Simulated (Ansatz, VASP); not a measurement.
## Se: VASP beside Ansatz

INCAR

```
PREC     = Accurate       # precision mode
ENCUT    = 520            # plane-wave cutoff, eV
EDIFF    = 1E-7           # SCF threshold, eV
ISMEAR   = -1             # smearing method
SIGMA    = 0.1            # smearing width, eV
LREAL    = F              # projectors in reciprocal space
LASPH    = T              # aspherical terms in the spheres
NELM     = 60             # most SCF steps
ALGO     = Normal         # electronic algorithm
ISIF     = 2              # what is computed and relaxed
LWAVE    = F              # write WAVECAR
LCHARG   = T              # write CHGCAR
GGA      = RE             # functional
LELF     = T              # ELF
LVHAR    = T            
NBANDS   = 9              # bands
```

Contents of KPOINTS:

```
regular mesh
0
Gamma
  14 14 14
```

The input POSCAR:

```
Se
1.0
   -1.6581226155      1.6581226155      1.6581226155
    1.6581226155     -1.6581226155      1.6581226155
    1.6581226155      1.6581226155     -1.6581226155
Se
1
Direct
    0.0000000000      0.0000000000      0.0000000000
```

Input for Ansatz:

```yaml
crystal:
  lattice:
    - [-1.6581226155, 1.6581226155, 1.6581226155]
    - [1.6581226155, -1.6581226155, 1.6581226155]
    - [1.6581226155, 1.6581226155, -1.6581226155]
  atoms:
    - { symbol: Se, position: [0.0, 0.0, 0.0] }
hamiltonian:
  xc: revpbe
  pseudopotentials:
    kind: paw
    azcp:
      Se: "pseudopotentials/Se.paw.azcp"
basis:
  ecutwfc: 420
  fft_grid_basis: typed
kpoints:
  mp_grid: { grid: [14, 14, 14], shift: [0, 0, 0] }
magnetization:
  spin_polarized: false
scf:
  occupations: { method: fermi_dirac, width: 0.1 }
  lower_state_search: "off"
output:
  stress: true
```

Alike in both runs: task single point; functional revPBE; k mesh 14 × 14 × 14; occupations fermi-dirac, width 0.1 eV; no spin polarisation.

```csv
,VASP,Ansatz
version,VASP 6.6.1,Ansatz 0.2.0
potentials or method,"VASP PAW PBE potentials, release 64 (Se), cutoff 520 eV","plane waves (420 eV) with PAW, scalar-relativistic"
valence electrons in the cell,6,16
```

|  | VASP | Ansatz | Ansatz less VASP |
| --- | --- | --- | --- |
| pressure (GPa) | 12.1 | 12.1 | -0.02 |

VASP's potentials were made for PBE, not for revPBE. With one functional, cell and mesh, what is left measures potentials, basis and numerics. VASP's potentials hold 6 valence electrons a cell and Ansatz's 16, so a difference there can come from the potentials and not from the codes.
